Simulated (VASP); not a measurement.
Set up this calculation in VASP 6.6.1, as the native input.

| Item | Value |
| --- | --- |
| Task | relaxation of cell and atoms |
| Functional | PBE |
| Potentials or basis | VASP PAW PBE potentials, release 64 (Ru_pv, Al) |
| Cutoff | 600 eV |
| k mesh | 13 × 13 × 13 |
| Occupations | fermi-dirac, width 0.08 eV |
| Spin | no spin polarisation |
| Target pressure | -0.077 GPa |
| Dipole correction | no |
| Further INCAR settings | ALGO = Normal; EDIFF = 1e-07; IBRION = 2; EDIFFG = -0.005; NSW = 60; ISIF = 3 |

The structure of AlRu (rocksalt type) lies in POSCAR:

```
AlRu
1.0
    0.0000000000      2.4921758264      2.4921758264
    2.4921758264      0.0000000000      2.4921758264
    2.4921758264      2.4921758264      0.0000000000
Ru Al
1 1
Direct
    0.0000000000      0.0000000000      0.0000000000
    0.5000000000      0.5000000000      0.5000000000
```

One way to write it, as run:

INCAR

```
SYSTEM = AlRu
PREC     = Accurate       ! precision mode
ENCUT    = 600            ! plane-wave cutoff, eV
EDIFF    = 1E-7           ! SCF threshold, eV
ISMEAR   = -1             ! smearing method
SIGMA    = 0.08           ! smearing width, eV
LREAL    = .False.        ! projectors in reciprocal space
LASPH    = .True.         ! aspherical terms in the spheres
NELM     = 80             ! most SCF steps
ALGO     = Normal         ! electronic algorithm
ISIF     = 3              ! what is computed and relaxed
LWAVE    = .False.        ! write WAVECAR
LCHARG   = .False.        ! write CHGCAR
GGA      = PE             ! functional
IBRION   = 2              ! ionic algorithm
NSW      = 60             ! ionic steps
EDIFFG   = -0.005         ! ionic threshold
PSTRESS  = -0.77
```

KPOINTS

```
regular mesh
0
Gamma
  13 13 13
  0 0 0
```

Potentials or basis: VASP PAW PBE potentials, release 64 (Ru_pv, Al).

Run with:

```sh
$ cat potpaw_PBE.64/Ru_pv/POTCAR potpaw_PBE.64/Al/POTCAR > POTCAR
$ mpirun -np 1 vasp_std > vasp.out
```

Results of the run:

- Pressure after relaxing: -0.1 GPa

Caveat: the relaxation stopped at its first step, so nothing moved; the cell is relaxed towards a set pressure, so the enthalpy falls and the energy may rise.

Run time: 15 s on 1 thread of AMD EPYC 9R45 (Zen 5), on a shared host, peak memory 0.15 GiB.
